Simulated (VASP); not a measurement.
# Ca (Fm-3m) in VASP: notebook, part 2 of 2

VASP 6.6.1. The steps go on from the part before.

### 3 Single point, r2SCAN

This run uses another cell than the first one, of 41.01 Å³/atom.

POSCAR reads:

```
Ca
1.0
    0.0000000000      2.7371595050      2.7371595050
    2.7371595050      0.0000000000      2.7371595050
    2.7371595050      2.7371595050      0.0000000000
Ca
1
Direct
    0.0000000000      0.0000000000      0.0000000000
```

INCAR.step1 reads:

```
ALGO = Normal ; EDIFF = 1E-4
ENCUT = 520 ; GGA = PE
ISMEAR = -1 ; LASPH = T
LCHARG = F ; LREAL = F
LWAVE = T ; NBANDS = 11
NELM = 100 ; PREC = Accurate
SIGMA = 0.05
```

INCAR.step2 reads:

```
ALGO = Normal ; EDIFF = 1E-6
ENCUT = 520 ; ISIF = 2
ISMEAR = -1 ; ISTART = 1
LASPH = T ; LCHARG = T
LELF = T ; LMIXTAU = T
LREAL = F ; LVHAR = T
LWAVE = F ; METAGGA = R2SCAN
NBANDS = 11 ; NELM = 100
PREC = Accurate ; SIGMA = 0.05
```

KPOINTS reads:

```
k-points
0
Gamma
  8 8 8
```

Potentials or basis: VASP PAW PBE potentials, release 64 (Ca_sv).

Command:

```sh
> cat potpaw_PBE.64/Ca_sv/POTCAR > POTCAR
> cp INCAR.step1 INCAR
> mpirun -np 1 vasp_std > vasp.out
> cp INCAR.step2 INCAR
> mpirun -np 1 vasp_std > vasp.out
```

OUTCAR:

```text
EDIFF = 1E-6
   ENCUT = 520
   ISIF = 2
   ISMEAR = -1
   ISTART = 1
   LASPH = T
   LREAL = F
   METAGGA = R2SCAN
   NELM = 100
   PREC = Accurate

 ion  position               nearest neighbor table
   1  0.000  0.000  0.000-

  LATTYP: Found a face centered cubic cell.
 ALAT       =     5.4743190100

  Lattice vectors:

 A1 = (   0.0000000000,   2.7371595050,   2.7371595050)
 A2 = (   2.7371595050,   0.0000000000,   2.7371595050)
 A3 = (   2.7371595050,   2.7371595050,   0.0000000000)

Analysis of symmetry for initial positions (statically):
=====================================================================
 Subroutine PRICEL returns:
 Original cell was already a primitive cell.

 Routine SETGRP: Setting up the symmetry group for a
 face centered cubic supercell.

 Subroutine GETGRP returns: Found 48 space group operations
 (whereof 48 operations were pure point group operations)
 out of a pool of 48 trial point group operations.

The static configuration has the point symmetry O_h .

Analysis of symmetry for dynamics (positions and initial velocities):
[... 160 lines left out ...]
 cond. band min:       2.1246165277   @ k =   0.5000   0.1250   0.0000
 fundamental gap:      0.1347066991
 Fermi energy:         2.0562046897

 k-point     1 :       0.0000    0.0000    0.0000
  band No.  band energies     occupation
      1     -41.5876      2.00000
      2     -21.6123      2.00000
      3     -21.6123      2.00000
      4     -21.6123      2.00000
      5      -2.2284      2.00000
      6       4.8633      0.00000
      7       4.8634      0.00000
      8       4.8634      0.00000
      9       6.0323      0.00000
     10       6.0323      0.00000
     11      11.8379      0.00000
[... 309 lines left out ...]
 k-point    24 :      -0.3750    0.2500    0.1250
  band No.  band energies     occupation
      1     -41.5683      2.00000
      2     -21.7527      2.00000
      3     -21.6766      2.00000
      4     -21.6478      2.00000
      5       1.8572      1.96330
      6       1.9802      1.64126
      7       3.8625      0.00000
      8       5.1573      0.00000
      9       6.6107      0.00000
     10       7.1759      0.00000
     11       7.7996      0.00000

 [... further k-points ...]
[... 5 lines left out ...]
  --------------------------------------------------------------------------------------
  -------------------------------------------------------------------------------------
  Total        0.2680221      0.2680221      0.2680221      0.0000000      0.0000000      0.0000000
  in kB       10.4701012     10.4701012     10.4701012      0.0000000      0.0000000      0.0000000
  external PRESSURE =      10.4701012 kB  Pullay stress =       0.0000000 kB

 VOLUME and BASIS-vectors are now :
 -----------------------------------------------------------------------------
  energy-cutoff  :      520.00
  volume of cell :       41.01
      direct lattice vectors                 reciprocal lattice vectors
     0.000000000  2.737159505  2.737159505    -0.182671123  0.182671123  0.182671123
     2.737159505  0.000000000  2.737159505     0.182671123 -0.182671123  0.182671123
     2.737159505  2.737159505  0.000000000     0.182671123  0.182671123 -0.182671123

 POSITION                                       TOTAL-FORCE (eV/Angst)
 -----------------------------------------------------------------------------------
      0.00000      0.00000      0.00000         0.000000     -0.000000     -0.000000
 -----------------------------------------------------------------------------------
    total drift:                               -0.000000     -0.000000     -0.000000

  FREE ENERGIE OF THE ION-ELECTRON SYSTEM (eV)
  ---------------------------------------------------
  free  energy   TOTEN  =        -7.0267278987 eV

  energy  without entropy=       -7.0149985309  energy(sigma->0) =       -7.02086321
```

OUTCAR.step1:

```text
EDIFF = 1E-4
   ENCUT = 520
   GGA = PE
   ISMEAR = -1
   LASPH = T
   LREAL = F
[... 550 lines left out ...]

 POSITION                                       TOTAL-FORCE (eV/Angst)
 -----------------------------------------------------------------------------------
      0.00000      0.00000      0.00000        -0.000000      0.000000      0.000000
 -----------------------------------------------------------------------------------
    total drift:                               -0.000000     -0.000000     -0.000000

  FREE ENERGIE OF THE ION-ELECTRON SYSTEM (eV)
  ---------------------------------------------------
  free  energy   TOTEN  =        -1.9330107184 eV

  energy  without entropy=       -1.9215919617  energy(sigma->0) =       -1.92730134
```

It took 1.7 min on 1 thread of AMD EPYC 7R13, shared host; peak memory 0.14 GiB.

Results:

```yaml
Free_energy: -7.0267 eV
Pressure: 1.0 GPa
Band_gap_on_the_k_mesh: zero (bands 5 and 6 overlap by 0.49 eV)
```

Levels at points of the mesh, in eV from the Fermi level:
| k point | band 2 | band 3 | band 4 | band 5 | band 6 | band 7 | band 8 | band 9 |
| --- | --- | --- | --- | --- | --- | --- | --- | --- |
| (0.00, 0.00, 0.00) | -23.67 | -23.67 | -23.67 | -4.28 | 2.81 | 2.81 | 2.81 | 3.98 |
| (0.50, 0.00, 0.00) | -23.83 | -23.69 | -23.69 | -0.90 | -0.20 | 2.66 | 2.66 | 4.72 |
| (0.50, 0.50, 0.00) | -23.82 | -23.73 | -23.73 | -0.38 | 0.80 | 1.06 | 4.71 | 4.92 |

Caveat: the PAW data sets were made with another functional, which shifts forces and pressure a little.

### 4 Single point, r2SCAN

This run uses another cell than the first one, of 41.89 Å³/atom.

POSCAR reads:

```
Ca
1.0
    0.0000000000      2.7564359112      2.7564359112
    2.7564359112      0.0000000000      2.7564359112
    2.7564359112      2.7564359112      0.0000000000
Ca
1
Direct
    0.0000000000      0.0000000000      0.0000000000
```

INCAR.step1 reads:

```
SYSTEM = Ca
PREC = Accurate
ENCUT = 520
ISMEAR = -1
SIGMA = 0.05
LREAL = .FALSE.
LASPH = .TRUE.
NELM = 100
NBANDS = 11
GGA = PE
ALGO = Normal
EDIFF = 1E-4
LWAVE = .TRUE.
LCHARG = .FALSE.
```

INCAR.step2 reads:

```
SYSTEM = Ca
PREC = Accurate
ENCUT = 520
EDIFF = 1E-6
ISMEAR = -1
SIGMA = 0.05
LREAL = .FALSE.
LASPH = .TRUE.
NELM = 100
ALGO = Normal
ISIF = 2
LWAVE = .FALSE.
LCHARG = .FALSE.
METAGGA = R2SCAN
LMIXTAU = .TRUE.
NBANDS = 11
ISTART = 1
```

KPOINTS reads:

```
Automatic mesh
0
G
  8 8 8
  0 0 0
```

Command:

```sh
> cat potpaw_PBE.64/Ca_sv/POTCAR > POTCAR
> cp INCAR.step1 INCAR
> mpirun -np 1 vasp_std > vasp.out
> cp INCAR.step2 INCAR
> mpirun -np 1 vasp_std > vasp.out
```

Run time: 1.7 min. Hardware: 1 thread of AMD EPYC 7R13, shared host; peak memory 0.14 GiB.

It converged, with:

* Free energy: -7.0316 eV
* Pressure: 0.6 GPa
* Band gap on the k mesh: zero (bands 5 and 6 overlap by 0.52 eV)

Levels at points of the mesh, in eV from the Fermi level:
```tsv
k point	band 1	band 2	band 3	band 4	band 5	band 6	band 7	band 8	band 9	band 10
(0.00, 0.00, 0.00)	-43.70	-23.72	-23.72	-23.72	-4.25	2.78	2.78	2.78	3.92	3.92
(0.50, 0.00, 0.00)	-43.68	-23.87	-23.74	-23.74	-0.89	-0.22	2.63	2.63	4.65	4.65
(0.50, 0.50, 0.00)	-43.68	-23.87	-23.78	-23.78	-0.36	0.81	1.01	4.63	4.84	4.84
```

Caveat: the PAW data sets were made with another functional, which shifts forces and pressure a little.

### 5 The runs side by side

```tsv
level	cell	gap on the mesh (eV)	pressure (GPa)
PBE	a = 4.004 Å, angles 60.0°, 1 atom	none	-1.1
r2SCAN	a = 3.871 Å, angles 60.0°, 1 atom	none	1.0
r2SCAN	a = 3.898 Å, angles 60.0°, 1 atom	none	0.6
```

Alike in all rows: task single point; potentials or basis VASP PAW PBE potentials, release 64 (Ca_sv); no spin polarisation; k mesh 8 × 8 × 8; cutoff (eV) 520; smearing fermi-dirac 0.05 eV.

Caveats: the PAW data sets were made with another functional, which shifts forces and pressure a little (at least some runs).

Absolute energies hang on the potentials; compare differences alone.
